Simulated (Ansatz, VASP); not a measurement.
Al2Cu in VASP and in Ansatz

Contents of POSCAR:

```
Al2Cu
1.0
    4.2106691299      0.0000000000      0.0000000000
    0.0000000000      4.2106691299      0.0000000000
    0.0000000000      0.0000000000      2.8513253939
Al Cu
2 1
Direct
    0.5000000000      0.0000000000      0.5000000000
    0.0000000000      0.5000000000      0.5000000000
    0.0000000000      0.0000000000      0.0000000000
```

The input INCAR.step1:

```
PREC = Accurate
ENCUT = 520
ISMEAR = 0
SIGMA = 0.15
LREAL = False
LASPH = True
NELM = 80
NBANDS = 16
GGA = PE
ALGO = Normal
EDIFF = 1E-4
LWAVE = True
LCHARG = False
```

Contents of INCAR.step2:

```
PREC = Accurate
ENCUT = 520
EDIFF = 1E-6
ISMEAR = 0
SIGMA = 0.15
LREAL = False
LASPH = True
NELM = 80
ALGO = Normal
ISIF = 2
LWAVE = False
LCHARG = False
METAGGA = R2SCAN
LMIXTAU = True
NBANDS = 16
ISTART = 1
```

The input KPOINTS:

```
Automatic mesh
0
Gamma
  12 12 16
```

Input for Ansatz:

```yaml
crystal:
  lattice:
    - [4.2106691299, 0.0, 0.0]
    - [0.0, 4.2106691299, 0.0]
    - [0.0, 0.0, 2.8513253939]
  atoms:
    - { symbol: Al, position: [0.5, 0.0, 0.5] }
    - { symbol: Al, position: [0.0, 0.5, 0.5] }
    - { symbol: Cu, position: [0.0, 0.0, 0.0] }
basis:
  ecutwfc: 500
kpoints:
  mp_grid: { grid: [12, 12, 16] }
hamiltonian:
  xc: r2scan
scf:
  occupations: { method: gaussian, width: 0.15 }
output:
  forces: true
  stress: true
  eigenvalues: true
```

Change from the starting cell: strain +0.030 along x and y, +0.000 along z, atoms carried along.

Alike in both runs: task single point; functional r2SCAN; k mesh 12 × 12 × 16; occupations gaussian, width 0.15 eV; no spin polarisation.

|  | VASP | Ansatz |
| --- | --- | --- |
| version | VASP 6.6.1 | Ansatz 0.2.0 |
| potentials or method | VASP PAW PBE potentials, release 64 (Al, Cu), cutoff 520 eV | scalar-relativistic, plane waves, PAW |
| valence electrons in the cell | 17 | 25 |

Ansatz gave:

```
gap on the k mesh at the Fermi level (eV)                     : none
pressure (GPa)                                                : -5.1
traceless stress, the component that is largest in VASP (GPa) : 1.40
```

**Question.** What did VASP give for the same quantities?

**Answer.** gap on the k mesh at the Fermi level (eV): none; pressure (GPa): -5.2; traceless stress, the component that is largest in VASP (GPa): 1.36.

VASP's potentials were made for PBE, not for r2SCAN. A gap of «none» marks a metal or a gap that the smearing closes. The functional is the same, so the differences come from potentials, cutoffs and numerics. VASP's potentials hold 17 valence electrons a cell and Ansatz's 25, so a difference there can come from the potentials and not from the codes.
